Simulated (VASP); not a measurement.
**MgO: single point with HF**

Crystal: MgO.

```
CELL_PARAMETERS angstrom
0.00000 2.09700 2.09700
2.09700 0.00000 2.09700
2.09700 2.09700 0.00000
ATOMIC_POSITIONS crystal
Mg 0.00000 0.00000 0.00000
O 0.50000 0.50000 0.50000
```

* Program: VASP 6.6.1
* Task: single point
* Functional: HF
* Potentials or basis: VASP PAW PBE potentials, release 64 (Mg, O)
* Cutoff: 520 eV
* k mesh: 6 × 6 × 6
* Occupations: fermi-dirac, width 0.05 eV
* Spin: no spin polarisation

- Pressure: -0.4 GPa
- Band gap on the k mesh: 15.68 eV, direct

Levels at points of the mesh, in eV from the valence-band top:
```
           k point  band 2  band 3  band 4  band 5  band 6  band 7
(0.00, 0.00, 0.00)    0.00    0.00    0.00   15.68   27.39   27.39
(0.50, 0.00, 0.00)   -5.70   -0.87   -0.87   18.92   25.39   28.06
(0.50, 0.50, 0.00)   -5.12   -1.78   -1.78   19.92   21.31   25.89
```

It took 8.8 min on 1 thread of Intel(R) Xeon(R) Platinum 8488C (Sapphire Rapids) (shared host), peak memory 0.15 GiB.

Caveat: the k points lie up to 0.43 Å⁻¹ apart; the PAW data sets were made with another functional, which shifts forces and pressure a little.
